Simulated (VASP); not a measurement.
# InAs (sol) (F-43m) in VASP: further runs, part 2 of 2

VASP 6.6.1. Earlier steps stand in the parts before.

## Step 4: Single point, PBEsol

This run uses another cell than the first one, of 28.21 Å³/atom, 0.991 times its volume.

File INCAR:

```
  PREC = Accurate
  ENCUT = 520
  EDIFF = 1E-7
  ISMEAR = -1
  SIGMA = 0.15
  LREAL = F
  LASPH = T
  NELM = 100
  ALGO = Normal
  ISIF = 2
  LWAVE = F
  LCHARG = T
  GGA = PS
  LELF = T
  LVHAR = T
  NBANDS = 16
```

File KPOINTS:

```
regular mesh
0
Gamma
  12 12 12
```

File POSCAR:

```
InAs
1.0
    0.0000000000      3.0440958862      3.0440958862
    3.0440958862      0.0000000000      3.0440958862
    3.0440958862      3.0440958862      0.0000000000
In As
1 1
Direct
    0.2500000000      0.2500000000      0.2500000000
    0.0000000000      0.0000000000      0.0000000000
```

Potentials or basis: VASP PAW PBE potentials, release 64 (In_d, As).

Started as:

```bash
$ cat potpaw_PBE.64/In_d/POTCAR potpaw_PBE.64/As/POTCAR > POTCAR
$ mpirun -np 1 vasp_std > vasp.out
```

OUTCAR:

```text
PREC = Accurate
   ENCUT = 520
   EDIFF = 1E-7
   ISMEAR = -1
   LREAL = F
   LASPH = T
   NELM = 100
   ISIF = 2
   GGA = PS

 ion  position               nearest neighbor table
   1  0.250  0.250  0.250-   2 2.64   2 2.64   2 2.64   2 2.64
   2  0.000  0.000  0.000-   1 2.64   1 2.64   1 2.64   1 2.64

  LATTYP: Found a face centered cubic cell.
 ALAT       =     6.0881917724

  Lattice vectors:

 A1 = (   0.0000000000,   3.0440958862,   3.0440958862)
 A2 = (   3.0440958862,   0.0000000000,   3.0440958862)
 A3 = (   3.0440958862,   3.0440958862,   0.0000000000)

Analysis of symmetry for initial positions (statically):
=====================================================================
 Subroutine PRICEL returns:
 Original cell was already a primitive cell.

 Routine SETGRP: Setting up the symmetry group for a
 face centered cubic supercell.

 Subroutine GETGRP returns: Found 24 space group operations
 (whereof 24 operations were pure point group operations)
 out of a pool of 48 trial point group operations.

The static configuration has the point symmetry T_d .

Analysis of symmetry for dynamics (positions and initial velocities):
=====================================================================
 Subroutine PRICEL returns:
 Original cell was already a primitive cell.

 Routine SETGRP: Setting up the symmetry group for a
 face centered cubic supercell.

 Subroutine GETGRP returns: Found 24 space group operations
 (whereof 24 operations were pure point group operations)
 out of a pool of 48 trial point group operations.

The dynamic configuration has the point symmetry T_d .

 Subroutine INISYM returns: Found 24 space group operations
 (whereof 24 operations are pure point group operations),
 and found     1 'primitive' translations

[... 110 lines left out ...]
   EFERMI_NEDOS =   21; number of points for ismear=-14 and -15
   IALGO  =     38    algorithm
   IMIX   =      4    mixing-type and parameters
     AMIX     =   0.40;   BMIX     =  1.00
     AMIX_MAG =   1.60;   BMIX_MAG =  1.00
  volume/ion in A,a.u.               =      28.21       190.36
  Fermi-wavevector in a.u.,A,eV,Ry     =   1.118658  2.113957 17.026273  1.251396
  Thomas-Fermi vector in A             =   2.255291
   LORBIT       =      0    0 simple, 1 ext, 2 COOP (PROOUT), +10 PAW based schemes
   GGA     = PS    functional components
   LHFCALC =     F    Hartree Fock is set to
   AEXX    =    0.0000 exact exchange contribution
   IVDW    =     0    specifies the selected vdW correction
   LEPSILON=     F    determine dielectric tensor
   LRPA    =     F    only Hartree local field effects (RPA)
 non-spin polarized calculation
  energy-cutoff  :      520.00
  volume of cell :       56.42
 maximum number of plane-waves:      1540
   NGX = 17   NGY = 17   NGZ = 17

 number of electron      17.9999992 magnetization

 Free energy of the ion-electron system (eV)
  ---------------------------------------------------
  ext. energy  EPLUGINS =         0.00000000
  ---------------------------------------------------
  free energy    TOTEN  =        -8.49180157 eV

  energy without entropy =       -8.48817850  energy(sigma->0) =       -8.48999004

 E-fermi :   4.5371     XC(G=0):  -9.1959

 val. band max:        4.1683317173   @ k =   0.0000   0.0000   0.0000
 cond. band min:       4.8818735486   @ k =   0.0833   0.0000   0.0000
 fundamental gap:      0.7135418313
 Fermi energy:         4.5371383120

 k-point     1 :       0.0000    0.0000    0.0000
  band No.  band energies     occupation
      1     -10.1216      2.00000
      2     -10.1216      2.00000
      3     -10.1216      2.00000
      4     -10.0019      2.00000
      5     -10.0019      2.00000
      6      -7.5915      2.00000
[... 433 lines left out ...]
      3     -10.0802      2.00000
      4     -10.0013      2.00000
      5      -9.9961      2.00000
      6      -6.0240      2.00000
[... 8 lines left out ...]
     15      13.7463      0.00000
     16      14.1230      0.00000

 [... further k-points ...]

------------------------ aborting loop because EDIFF is reached ----------------------------------------

  FORCE on cell =-STRESS in cart. coord.  units (eV):
  Direction    XX          YY          ZZ          XY          YZ          ZX
  --------------------------------------------------------------------------------------
  -------------------------------------------------------------------------------------
  Total        0.0249766      0.0249766      0.0249766     -0.0000000      0.0000000      0.0000000
  in kB        0.7093135      0.7093135      0.7093135     -0.0000000      0.0000000      0.0000000
  external PRESSURE =       0.7093135 kB  Pullay stress =       0.0000000 kB

 VOLUME and BASIS-vectors are now :
 -----------------------------------------------------------------------------
  energy-cutoff  :      520.00
  volume of cell :       56.42
      direct lattice vectors                 reciprocal lattice vectors
     0.000000000  3.044095886  3.044095886    -0.164252382  0.164252382  0.164252382
     3.044095886  0.000000000  3.044095886     0.164252382 -0.164252382  0.164252382
     3.044095886  3.044095886  0.000000000     0.164252382  0.164252382 -0.164252382

 POSITION                                       TOTAL-FORCE (eV/Angst)
 -----------------------------------------------------------------------------------
      1.52205      1.52205      1.52205        -0.000000     -0.000000     -0.000000
      0.00000      0.00000      0.00000         0.000000      0.000000      0.000000
 -----------------------------------------------------------------------------------
    total drift:                                0.000000      0.000000      0.000000

  FREE ENERGIE OF THE ION-ELECTRON SYSTEM (eV)
  ---------------------------------------------------
  free  energy   TOTEN  =        -8.4918015750 eV

  energy  without entropy=       -8.4881784998  energy(sigma->0) =       -8.48999004
```

OSZICAR:

```text
N       E                     dE             d eps       ncg     rms          rms(c)
DAV:   1     0.105891663287E+03    0.10589E+03   -0.87495E+03  2312   0.125E+03
DAV:   2    -0.174576964349E+01   -0.10764E+03   -0.10320E+03  2560   0.294E+02
DAV:   3    -0.861448029571E+01   -0.68687E+01   -0.68377E+01  2920   0.716E+01
DAV:   4    -0.877485719816E+01   -0.16038E+00   -0.16034E+00  2776   0.126E+01
DAV:   5    -0.878203942536E+01   -0.71822E-02   -0.71821E-02  3392   0.239E+00    0.447E+00
DAV:   6    -0.852330212734E+01    0.25874E+00   -0.37785E-01  3616   0.110E+01    0.240E+00
DAV:   7    -0.849296844405E+01    0.30334E-01   -0.10405E-01  3264   0.316E+00    0.654E-01
DAV:   8    -0.849147237304E+01    0.14961E-02   -0.12685E-02  2880   0.128E+00    0.234E-01
DAV:   9    -0.849172171288E+01   -0.24934E-03   -0.97507E-04  2952   0.278E-01    0.131E-01
DAV:  10    -0.849178817052E+01   -0.66458E-04   -0.13253E-04  3488   0.153E-01    0.783E-02
DAV:  11    -0.849180049293E+01   -0.12322E-04   -0.55982E-05  2744   0.109E-01    0.664E-02
DAV:  12    -0.849180154719E+01   -0.10543E-05   -0.65495E-06  2544   0.242E-02    0.960E-03
DAV:  13    -0.849180161331E+01   -0.66122E-07   -0.10526E-06  3040   0.545E-03    0.595E-03
DAV:  14    -0.849180157498E+01    0.38335E-07   -0.64102E-08  2256   0.272E-03
   1 F= -.84918016E+01 E0= -.84899900E+01  d E =-.362308E-02
```

stdout:

```text
POSCAR found type information on POSCAR InAs
 POSCAR found :  2 types and       2 ions
 scaLAPACK will be used
 -----------------------------------------------------------------------------
|                                                                             |
|                                                                             |
|     You enforced a specific xc type in the INCAR file but a different       |
|     I HOPE YOU KNOW WHAT YOU ARE DOING!                                     |
|                                                                             |
 -----------------------------------------------------------------------------

 LDA part: xc-table for (Slater+PW92), standard interpolation
 POSCAR, INCAR and KPOINTS ok, starting setup
 FFT: planning ... GRIDC
 FFT: planning ... GRID_SOFT
 FFT: planning ... GRID
 WAVECAR not read
 entering main loop
```

Run time: 26 s. Hardware: 1 thread of Intel Xeon 6975P-C (Granite Rapids), shared host; peak memory 0.21 GiB.

What came out:

```yaml
Free_energy: -8.4918 eV
Pressure: 0.1 GPa
Band_gap_on_the_k_mesh: zero (filled and empty bands touch)
```

Caveat: the PAW data sets were made with another functional, which shifts forces and pressure a little; spin-orbit coupling is left out, which moves the levels of the heavy elements.

## Step 5: Summary

```csv
cell,k mesh,smearing,gap on the mesh (eV),pressure (GPa)
"a = 4.318 Å, angles 60.0°, 2 atoms",6 × 6 × 6,gaussian 0.1 eV,none,-0.4
"a = 4.305 Å, angles 60.0°, 2 atoms",12 × 12 × 12,gaussian 0.1 eV,none,0.1
"a = 4.305 Å, angles 60.0°, 2 atoms",12 × 12 × 12,fermi-dirac 0.15 eV,none,0.1
```

Alike in all rows: task single point; level PBEsol; potentials or basis VASP PAW PBE potentials, release 64 (In_d, As); no spin polarisation; cutoff (eV) 520.

Caveats: the PAW data sets were made with another functional, which shifts forces and pressure a little; spin-orbit coupling is left out, which moves the levels of the heavy elements.

Absolute energies hang on the potentials; compare differences alone.
